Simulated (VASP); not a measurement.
A run of VASP 6.6.1 is set up as follows.

The input INCAR:

```
SYSTEM = Si16Ni
PREC = Accurate
ENCUT = 520
EDIFF = 1E-7
ISMEAR = 0
SIGMA = 0.02
LREAL = Auto
LASPH = .TRUE.
NELM = 100
ALGO = Normal
ISIF = 2
LWAVE = .FALSE.
LCHARG = .TRUE.
GGA = PE
LELF = .TRUE.
LVHAR = .TRUE.
NBANDS = 51
```

File KPOINTS:

```
Automatic mesh
0
G
  2 2 2
  0 0 0
```

File POSCAR:

```
Si16Ni
1.0
    0.0000000000      5.4700937627     -5.4700937627
    5.4700937627      5.4700937627      0.0000000000
    5.4700937627      0.0000000000     -5.4700937627
Si Ni
16 1
Direct
    0.1329262407      0.1443350031      0.1443066672
    0.1158261682      0.6464980590      0.1169380321
    0.6179555866      0.1297977751      0.1298526188
    0.6199300500      0.6283319170      0.1225235853
    0.1159042290      0.1169718524      0.6463569279
    0.1243687091      0.6217557957      0.6217239864
    0.6199640531      0.1224959807      0.6283392295
    0.6268863293      0.6228147355      0.6228785370
    0.2456859166      0.7694793147      0.2478052587
    0.2460624184      0.2733122255      0.2731988819
    0.7412934176      0.7559147392      0.2486748050
    0.7540136749      0.2552096108      0.2552123529
    0.2531494998      0.7446909828      0.7446542375
    0.2457212908      0.2478431922      0.7694190781
    0.7501726987      0.7486202573      0.7486453026
    0.7413516433      0.2486063419      0.7559488337
   -0.0062758522      0.0341139491      0.0336947606
```

Potentials or basis: VASP PAW PBE potentials, release 64 (Si, Ni).

Launch:

```sh
$ cat potpaw_PBE.64/Si/POTCAR potpaw_PBE.64/Ni/POTCAR > POTCAR
$ mpirun -np 1 vasp_std > vasp.out
```

(1) Estimate the largest force.

(2) What does it give for the pressure?

Results:

(1) 0.097 eV/Å.

(2) 0.4 GPa.

Caveat: the k points lie up to 0.50 Å⁻¹ apart.
